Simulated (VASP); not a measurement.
The system is TiO2.

```xyz
9
Lattice="2.9683 0.0000 0.0000 0.0002 4.7076 0.0000 1.4836 0.2424 7.0835" Properties=species:S:1:pos:R:3 pbc="T T T"
Ti    0.0111    0.0020    0.0050
Ti    1.4933    2.3377    2.2452
Ti    2.9797    2.6161    4.8486
O     1.4969    0.9041    0.9105
O     2.9795    1.5111    3.2009
O     1.4967    1.6498    5.7110
O     2.9804    3.3042    1.3825
O     1.4963    3.4427    3.8925
O     2.9811    4.0496    6.1826
```

Base run:

- Program: VASP 6.6.1
- Functional: LDA
- Potentials or basis: VASP PAW LDA potentials, release 64 (Ti_sv, O)
- Cutoff: 600 eV
- k mesh: 9 × 6 × 4
- Occupations: fermi-dirac, width 0.05 eV
- Spin: no spin polarisation

Its results: band gap on the k mesh 2.16 eV (least direct gap 2.22 eV); pressure -7.8 GPa; largest force 0.417 eV/Å.

Problem. The run is repeated on the same cell with these changes: functional from LDA to revPBE; potentials or basis from VASP PAW LDA potentials, release 64 (Ti_sv, O) to VASP PAW PBE potentials, release 64 (Ti_sv, O); cutoff from 600 eV to 520 eV. What comes out?

Solution. Band gap on the k mesh 2.26 eV (least direct gap 2.32 eV); pressure 7.8 GPa; largest force 0.321 eV/Å.

Caveats: the cell stands under tension (at least some runs); the cell stands under pressure (at least some runs); the PAW data sets were made with another functional, which shifts forces and pressure a little (at least some runs).

A k mesh can miss the band edges.
